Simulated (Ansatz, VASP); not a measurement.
**SbMo: VASP beside Ansatz**

```
CELL_PARAMETERS angstrom
0.00000 2.70857 2.70857
2.70857 0.00000 2.70857
2.70857 2.70857 0.00000
ATOMIC_POSITIONS crystal
Mo 0.50000 0.50000 0.50000
Sb 0.00000 0.00000 0.00000
```

Alike in both runs: task single point; functional PBE; k mesh 10 × 10 × 10; occupations gaussian, width 0.05 eV; no spin polarisation.

|  | VASP | Ansatz |
| --- | --- | --- |
| version | VASP 6.6.1 | Ansatz 0.2.0 |
| potentials or method | VASP PAW PBE potentials, release 64 (Mo_sv, Sb), cutoff 520 eV | scalar-relativistic, plane waves, PAW |
| valence electrons in the cell | 19 | 29 |

```csv
,VASP,Ansatz,Ansatz less VASP
gap on the k mesh at the Fermi level (eV),none,none,-
pressure (GPa),7.9,8.0,+0.12
```

A gap of «none» marks a metal or a gap that the smearing closes. With one functional, cell and mesh, what is left measures potentials, basis and numerics. VASP's potentials hold 19 valence electrons a cell and Ansatz's 29, so a difference there can come from the potentials and not from the codes.

Spin-orbit coupling is off throughout.
